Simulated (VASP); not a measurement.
# Ti2HC (R-3m) in VASP: further runs

The runs below take Ti2HC through single point, with PBEsol, LDA.

Everything below comes from runs of VASP 6.6.1. Logs are shortened: lines on timing, memory, paths and dates and some standing lists are left out, and cuts for length are marked.

## (1) The cell of the first run

Symmetry: R-3m, No. 166, trigonal system. Conventional cell: a = 2.945 Å, b = 2.945 Å, c = 14.542 Å, α = 90.00°, β = 90.00°, γ = 120.00°. Ti (site symmetry 3m) has 3 H at 2.06 Å and 3 C at 2.12 Å within 2.7 Å. H (site symmetry -3m) has 6 Ti at 2.06 Å within 2.7 Å. C (site symmetry -3m) has 6 Ti at 2.12 Å within 2.8 Å.

## (2) Single point, PBEsol (strained)

Contents of INCAR:

```
PREC = Accurate ; ENCUT = 520
EDIFF = 1E-7 ; ISMEAR = 0
SIGMA = 0.1 ; LREAL = F
LASPH = T ; NELM = 100
ALGO = Normal ; ISIF = 2
LWAVE = F ; LCHARG = F
GGA = PS ; NBANDS = 22
```

Contents of KPOINTS:

```
regular mesh
0
Gamma
  15 15 15
```

Contents of POSCAR:

```
Ti2HC
1.0
    1.4723521080      0.8500628859      4.8474321972
   -1.4723521080      0.8500628859      4.8474321972
    0.0000000000     -1.7001257718      4.8474321972
Ti H C
2 1 1
Direct
    0.7462226363      0.7462226363      0.7462226363
    0.2537773637      0.2537773637      0.2537773637
    0.0000000000      0.0000000000      0.0000000000
    0.5000000000      0.5000000000      0.5000000000
```

Potentials or basis: VASP PAW PBE potentials, release 64 (Ti_sv, H, C).

The run is started by

```console
cat potpaw_PBE.64/Ti_sv/POTCAR potpaw_PBE.64/H/POTCAR potpaw_PBE.64/C/POTCAR > POTCAR
mpirun -np 1 vasp_std > vasp.out
```

OUTCAR:

```text
PREC = Accurate
   ENCUT = 520
   EDIFF = 1E-7
   ISMEAR = 0
   LREAL = F
   LASPH = T
   NELM = 100
   ISIF = 2
   GGA = PS

 ion  position               nearest neighbor table
   1  0.746  0.746  0.746-   4 2.12   4 2.12   4 2.12   2 2.87   2 2.87   2 2.87
   2  0.254  0.254  0.254-   4 2.12   4 2.12   4 2.12   1 2.87   1 2.87   1 2.87
   3  0.000  0.000  0.000-
   4  0.500  0.500  0.500-   2 2.12   2 2.12   1 2.12   1 2.12   2 2.12   1 2.12

  LATTYP: Found a trigonal (rhomboedric) cell.
 ALAT       =     5.1369277342
 COS(alpha) =     0.8356966387

  Lattice vectors:

 A1 = (   1.4723521080,   0.8500628859,   4.8474321972)
 A2 = (  -1.4723521080,   0.8500628859,   4.8474321972)
 A3 = (   0.0000000000,  -1.7001257718,   4.8474321972)

Analysis of symmetry for initial positions (statically):
=====================================================================
 Subroutine PRICEL returns:
 Original cell was already a primitive cell.

 Routine SETGRP: Setting up the symmetry group for a
 trigonal (rhombohedral) supercell.

 Subroutine GETGRP returns: Found 12 space group operations
 (whereof 12 operations were pure point group operations)
 out of a pool of 12 trial point group operations.

The static configuration has the point symmetry D_3d.

Analysis of symmetry for dynamics (positions and initial velocities):
=====================================================================
 Subroutine PRICEL returns:
 Original cell was already a primitive cell.

 Routine SETGRP: Setting up the symmetry group for a
 trigonal (rhombohedral) supercell.

 Subroutine GETGRP returns: Found 12 space group operations
 (whereof 12 operations were pure point group operations)
 out of a pool of 12 trial point group operations.

The dynamic configuration has the point symmetry D_3d.

 Subroutine INISYM returns: Found 12 space group operations
 (whereof 12 operations are pure point group operations),
 and found     1 'primitive' translations

----------------------------------------------------------------------------------------

                                     Primitive cell

  volume of cell :      36.4020

  direct lattice vectors                    reciprocal lattice vectors
[... 82 lines left out ...]
   PREC   = accura    normal or accurate (medium, high low for compatibility)
   ISTART =      0    job   : 0-new  1-cont  2-samecut
   ICHARG =      2    charge: 1-file 2-atom 10-const
   ISPIN  =      1    spin polarized calculation?
   LNONCOLLINEAR =      F non collinear calculations
   LSORBIT =      F    spin-orbit coupling
   LASPH  =      T    aspherical Exc in radial PAW
   ENCUT  =  520.0 eV  38.22 Ry    6.18 a.u.   9.55  9.55  9.55*2*pi/ulx,y,z
   NELM   =    100;   NELMIN=  2; NELMDL= -5     # of ELM steps
   EDIFF  = 0.1E-06   stopping-criterion for ELM
   LREAL  =      F    real-space projection
   EDIFFG = 0.1E-05   stopping-criterion for IOM
   NSW    =      0    number of steps for IOM
   IBRION =     -1    ionic relax: 0-MD 1-quasi-New 2-CG
   NFREE  =      0    steps in history (QN), initial steepest desc. (CG)
   ISIF   =      2    stress and relaxation
   ISYM   =      2    0-nonsym 1-usesym 2-fastsym
   POTIM  = 0.5000    time-step for ionic-motion
   TEBEG  =    0.0;   TEEND  =   0.0 temperature during run
   PSTRESS=    0.0 pullay stress
   NELECT =      29.0000    total number of electrons
   NUPDOWN=      -1.0000    fix difference up-down
   EMIN   =  10.00;   EMAX   =-10.00  energy-range for DOS
   EFERMI =   0.00;   METHOD = LEGACY
   ISMEAR =     0;   SIGMA  =   0.10  broadening in eV -4-tet -1-fermi 0-gaus
   EFERMI_NEDOS =   21; number of points for ismear=-14 and -15
   IALGO  =     38    algorithm
   IMIX   =      4    mixing-type and parameters
     AMIX     =   0.40;   BMIX     =  1.00
     AMIX_MAG =   1.60;   BMIX_MAG =  1.00
  volume/ion in A,a.u.               =       9.10        61.41
  Fermi-wavevector in a.u.,A,eV,Ry     =   1.517629  2.867903 31.336904  2.303197
  Thomas-Fermi vector in A             =   2.626859
   LORBIT       =      0    0 simple, 1 ext, 2 COOP (PROOUT), +10 PAW based schemes
   GGA     = PS    functional components
   LHFCALC =     F    Hartree Fock is set to
   AEXX    =    0.0000 exact exchange contribution
   IVDW    =     0    specifies the selected vdW correction
   LEPSILON=     F    determine dielectric tensor
   LRPA    =     F    only Hartree local field effects (RPA)
 non-spin polarized calculation
 Gauss-broadening in eV      SIGMA  =   0.10
  energy-cutoff  :      520.00
  volume of cell :       36.40
 maximum number of plane-waves:      1020
   NGX = 19   NGY = 19   NGZ = 19

 number of electron      29.0000003 magnetization

 Free energy of the ion-electron system (eV)
  ---------------------------------------------------
  ext. energy  EPLUGINS =         0.00000000
  ---------------------------------------------------
  free energy    TOTEN  =       -32.19962948 eV

  energy without entropy =      -32.18435262  energy(sigma->0) =      -32.19199105

 E-fermi :   9.7660     XC(G=0): -12.7594

 val. band max:        9.7618846878   @ k =  -0.1333   0.3333   0.0667
 cond. band min:       9.7682819766   @ k =  -0.1333   0.2000   0.0667
 fundamental gap:      0.0063972888
 Fermi energy:         9.7660200252

 k-point     1 :       0.0000    0.0000    0.0000
  band No.  band energies     occupation
      1     -46.5232      2.00000
      2     -46.4042      2.00000
      3     -23.2253      2.00000
      4     -22.6521      2.00000
      5     -22.6521      2.00000
      6     -22.5755      2.00000
[... 589 lines left out ...]
     21      13.8743      0.00000
     22      15.2594      0.00000

 [... further k-points ...]
[... 5 lines left out ...]
  --------------------------------------------------------------------------------------
  -------------------------------------------------------------------------------------
  Total        2.7823775      2.7823775     -1.2779618      0.0000000      0.0000000      0.0000000
  in kB      122.4618770    122.4618770    -56.2474339      0.0000000      0.0000000      0.0000000
  external PRESSURE =      62.8921067 kB  Pullay stress =       0.0000000 kB

 VOLUME and BASIS-vectors are now :
 -----------------------------------------------------------------------------
  energy-cutoff  :      520.00
  volume of cell :       36.40
      direct lattice vectors                 reciprocal lattice vectors
     1.472352108  0.850062886  4.847432197     0.339592681  0.196063926  0.068764930
    -1.472352108  0.850062886  4.847432197    -0.339592681  0.196063926  0.068764930
     0.000000000 -1.700125772  4.847432197     0.000000000 -0.392127852  0.068764930

 POSITION                                       TOTAL-FORCE (eV/Angst)
 -----------------------------------------------------------------------------------
      0.00000      0.00000     10.85179         0.000000      0.000000      2.818696
      0.00000      0.00000      3.69051         0.000000      0.000000     -2.818696
      0.00000      0.00000      0.00000         0.000000      0.000000      0.000000
      0.00000      0.00000      7.27115         0.000000     -0.000000      0.000000
 -----------------------------------------------------------------------------------
    total drift:                                0.000000     -0.000000      0.000000

  FREE ENERGIE OF THE ION-ELECTRON SYSTEM (eV)
  ---------------------------------------------------
  free  energy   TOTEN  =       -32.1996294779 eV

  energy  without entropy=      -32.1843526178  energy(sigma->0) =      -32.19199105
```

stdout:

```text
POSCAR found type information on POSCAR TiH C
 POSCAR found :  3 types and       4 ions
 scaLAPACK will be used
 -----------------------------------------------------------------------------
|                                                                             |
|                                                                             |
|     You enforced a specific xc type in the INCAR file but a different       |
|     I HOPE YOU KNOW WHAT YOU ARE DOING!                                     |
|                                                                             |
 -----------------------------------------------------------------------------

 LDA part: xc-table for (Slater+PW92), standard interpolation
 POSCAR, INCAR and KPOINTS ok, starting setup
 FFT: planning ... GRIDC
 FFT: planning ... GRID_SOFT
 FFT: planning ... GRID
 WAVECAR not read
 entering main loop
```

Run time: 15 min. Hardware: 1 thread of Intel Xeon Platinum 8375C at 2.90GHz (Ice Lake), shared host; peak memory 0.44 GiB.

Results:

```yaml
Free_energy: -32.1996 eV
Pressure: 6.3 GPa
Largest_force: 2.819 eV/Å
```

Forces in eV/Å, atoms in the order of the input:
```
Ti   0.000  0.000  2.819
Ti   0.000  0.000 -2.819
H    0.000  0.000  0.000
C    0.000  0.000  0.000
```

Levels at points of the mesh, in eV from the Fermi level:
```
           k point  band 11  band 12  band 13  band 14  band 15  band 16  band 17  band 18  band 19  band 20
(0.00, 0.00, 0.00)    -5.17    -1.89    -1.89     0.65     0.65     0.65     2.04     2.04     3.08     3.08
```

Caveat: the cell differs from its parent crystal (strained); the PAW data sets were made with another functional, which shifts forces and pressure a little.

## (3) Single point, PBEsol (strained and its atoms moved)

Contents of INCAR:

```
PREC = Accurate
ENCUT = 520
EDIFF = 1E-6
ISMEAR = 0
SIGMA = 0.1
LREAL = False
LASPH = True
NELM = 100
ALGO = Normal
ISIF = 2
LWAVE = False
LCHARG = False
GGA = PS
NBANDS = 22
```

Contents of KPOINTS:

```
Automatic mesh
0
Gamma
  15 15 15
```

Contents of POSCAR:

```
Ti2HC
1.0
    1.5479855736      0.8937298877      4.7220460771
   -1.5479855736      0.8937298877      4.7220460771
    0.0000000000     -1.7874597753      4.7220460771
Ti H C
2 1 1
Direct
    0.7708011706      0.7708011706      0.7708011706
    0.2291988294      0.2291988294      0.2291988294
    0.0000000000      0.0000000000      0.0000000000
    0.5000000000      0.5000000000      0.5000000000
```

Potentials or basis: VASP PAW PBE potentials, release 64 (Ti_sv, H, C).

The run is started by

```console
cat potpaw_PBE.64/Ti_sv/POTCAR potpaw_PBE.64/H/POTCAR potpaw_PBE.64/C/POTCAR > POTCAR
mpirun -np 1 vasp_std > vasp.out
```

Wall time 14 min (1 thread of Intel Xeon Platinum 8375C at 2.90GHz (Ice Lake), shared host); peak memory 0.45 GiB.

Results (log left out):

```
Free energy   : -31.4676 eV
Pressure      : 25.6 GPa
Largest force : 6.241 eV/Å
```

Forces on the atoms (eV/Å):
```
Ti   0.000  0.000 -6.241
Ti   0.000  0.000  6.241
H    0.000  0.000  0.000
C    0.000  0.000  0.000
```

Stress tensor (GPa, compression positive):
```
23.43  0.00  0.00
 0.00 23.43  0.00
 0.00  0.00 30.07
```

Levels at points of the mesh, in eV from the Fermi level:
| k point | band 12 | band 13 | band 14 | band 15 | band 16 | band 17 |
| --- | --- | --- | --- | --- | --- | --- |
| (0.00, 0.00, 0.00) | -4.07 | -4.07 | -0.18 | -0.18 | 2.50 | 2.50 |

Caveat: the cell differs from its parent crystal (strained and its atoms moved); the PAW data sets were made with another functional, which shifts forces and pressure a little.

## (4) Single point, PBEsol (strained and its atoms moved)

Contents of INCAR:

```
SYSTEM = Ti2HC
PREC = Accurate
ENCUT = 520
EDIFF = 1E-7
ISMEAR = 0
SIGMA = 0.1
LREAL = .False.
LASPH = .True.
NELM = 100
ALGO = Normal
ISIF = 2
LWAVE = .False.
LCHARG = .False.
GGA = PS
NBANDS = 22
```

Contents of KPOINTS:

```
Automatic mesh
0
Gamma
  15 15 15
  0 0 0
```

Contents of POSCAR:

```
Ti2HC
1.0
    1.5495648190      0.8946416654      4.8707832643
   -1.5495648190      0.8946416654      4.8707832643
    0.0000000000     -1.7892833307      4.8707832643
Ti H C
2 1 1
Direct
    0.7708011706      0.7708011706      0.7708011706
    0.2291988294      0.2291988294      0.2291988294
    0.0000000000      0.0000000000      0.0000000000
    0.5000000000      0.5000000000      0.5000000000
```

The run is started by

```console
cat potpaw_PBE.64/Ti_sv/POTCAR potpaw_PBE.64/H/POTCAR potpaw_PBE.64/C/POTCAR > POTCAR
mpirun -np 1 vasp_std > vasp.out
```

Wall time 14 min (1 thread of Intel Xeon Platinum 8375C at 2.90GHz (Ice Lake), shared host); peak memory 0.45 GiB.

The run converged. Its results:

```yaml
Free_energy: -31.6726 eV
Pressure: 18.0 GPa
Largest_force: 5.356 eV/Å
```

Forces on the atoms (eV/Å):
```
Ti   0.000  0.000 -5.356
Ti   0.000  0.000  5.356
H    0.000  0.000  0.000
C    0.000  0.000  0.000
```

Stress tensor (GPa, compression positive):
```
16.78  0.00  0.00
 0.00 16.78  0.00
 0.00  0.00 20.37
```

Levels at points of the mesh, in eV from the Fermi level:
| k point | band 11 | band 12 | band 13 | band 14 | band 15 | band 16 | band 17 | band 18 |
| --- | --- | --- | --- | --- | --- | --- | --- | --- |
| (0.00, 0.00, 0.00) | -5.49 | -3.95 | -3.95 | -0.12 | -0.12 | 2.22 | 2.28 | 2.28 |

Caveat: the cell differs from its parent crystal (strained and its atoms moved); the PAW data sets were made with another functional, which shifts forces and pressure a little.

[end of part 1 of 2]
